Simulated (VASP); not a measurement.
A run of VASP 6.6.1:

File INCAR:

```
SYSTEM = SrO
ALGO = Normal
EDIFF = 1E-7
ENCUT = 520
GGA = PS
ISIF = 2
ISMEAR = 0
ISYM = 0
LASPH = .TRUE.
LCHARG = .FALSE.
LREAL = .FALSE.
LWAVE = .FALSE.
NBANDS = 15
NELM = 60
PREC = Accurate
SIGMA = 0.02
```

KPOINTS

```
Automatic mesh
0
Gamma
  8 8 8
  0.5 0.5 0.5
```

File POSCAR:

```
SrO
1.0
   -0.0000034267      2.5612424852      2.5612424852
    2.5612424852     -0.0000034267      2.5612424852
    2.5612424852      2.5612424852     -0.0000034267
Sr O
1 1
Direct
    0.5000000000      0.5000000000      0.5000000000
    0.0000000000      0.0000000000      0.0000000000
```

Potentials or basis: VASP PAW PBE potentials, release 64 (Sr_sv, O).

Run with:

```bash
$ cat potpaw_PBE.64/Sr_sv/POTCAR potpaw_PBE.64/O/POTCAR > POTCAR
$ mpirun -np 1 vasp_std > vasp.out
```

Hardware: 1 thread of Intel(R) Xeon(R) 6975P-C (Granite Rapids), with other jobs on the host.

Q: Estimate the wall time of this run.

A: Wall time 3.6 min on 1 thread of Intel(R) Xeon(R) 6975P-C (Granite Rapids), with other jobs on the host, peak memory 0.59 GiB. Counts: scf iterations 15, k points 1024.
